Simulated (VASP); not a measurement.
Runs of VASP 6.6.1 on Na. The structure is that of space group P6_3/mmc (No. 194), or close to it. The cells are those of the table. This isn't the form of Na at room conditions, which is bcc.

```csv
cell,gap on the mesh (eV),pressure (GPa)
"a = 3.579, b = 3.579, c = 5.846 Å, angles 90.0, 90.0, 120.0°, 2 atoms",none,1.5
"a = 3.673, b = 3.673, c = 6.000 Å, angles 90.0, 90.0, 120.0°, 2 atoms",none,0.6
"a = 3.767, b = 3.767, c = 5.846 Å, angles 90.0, 90.0, 120.0°, 2 atoms",none,0.4
"a = 3.673, b = 3.673, c = 5.846 Å, angles 90.0, 90.0, 120.0°, 2 atoms",none,1.0
"a = 3.579, b = 3.579, c = 6.154 Å, angles 90.0, 90.0, 120.0°, 2 atoms",none,1.0
"a = 3.579, b = 3.579, c = 6.308 Å, angles 90.0, 90.0, 120.0°, 2 atoms",none,(a)
"a = 3.579, b = 3.579, c = 6.462 Å, angles 90.0, 90.0, 120.0°, 2 atoms",none,0.4
"a = 3.579, b = 3.579, c = 6.000 Å, angles 90.0, 90.0, 120.0°, 2 atoms",none,1.2
```

Alike in all rows: task single point; level r2SCAN; potentials or basis VASP PAW PBE potentials, release 64 (Na_pv); no spin polarisation; k mesh 12 × 12 × 8; cutoff (eV) 520; smearing gaussian 0.15 eV.

Q: Fill in the values left out.

A: (a) 0.7.

Caveats: the PAW data sets were made with another functional, which shifts forces and pressure a little.

A gap of «none» marks levels without a gap at the run's occupations.
